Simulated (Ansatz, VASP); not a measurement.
# Two plane-wave programs on BaTiO3

```
Ba Ti O
1.0
     2.77471    1.60198    2.27582
    -2.77471    1.60198    2.27582
     0.00000   -3.20396    2.27582
Ba Ti O
1 1 3
Direct
  0.99432 0.99432 0.99432
  0.49440 0.49440 0.49440
  0.49412 0.99413 0.49412
  0.49412 0.49412 0.99413
  0.99413 0.49412 0.49412
```

Change from the starting cell: equal strain along all axes, cell held, atoms relaxed: -3.0 %.

Alike in both runs: functional PBE; k mesh 6 × 6 × 6; occupations gaussian, width 0.02 eV; no spin polarisation; Hubbard terms Ti d U = 4.0 eV.

Ansatz relaxed the structure, and its values are those at the end. VASP's run is a single point on that final structure, the one shown.

```csv
,VASP,Ansatz
version,VASP 6.6.1,Ansatz 0.2.0
potentials or method,"VASP PAW PBE potentials, release 64 (Ba_sv, Ti_sv, O), cutoff 520 eV","scalar-relativistic, plane waves, PAW"
valence electrons in the cell,40,40
```

```tsv
	VASP	Ansatz	Ansatz less VASP
gap on the k mesh at the Fermi level (eV)	2.33	2.40	+0.064
least direct gap on the mesh (eV)	2.46	2.48	+0.018
pressure (GPa)	18.8	14.2	-4.53
rms of the force components (eV/Å)	0.004	0.001	-0.0021
```

The programs project onto different local orbitals, so the same U acts differently, and such runs can settle in different states. Ansatz's warnings: stress scf threshold loose.

Spin-orbit coupling is off throughout.
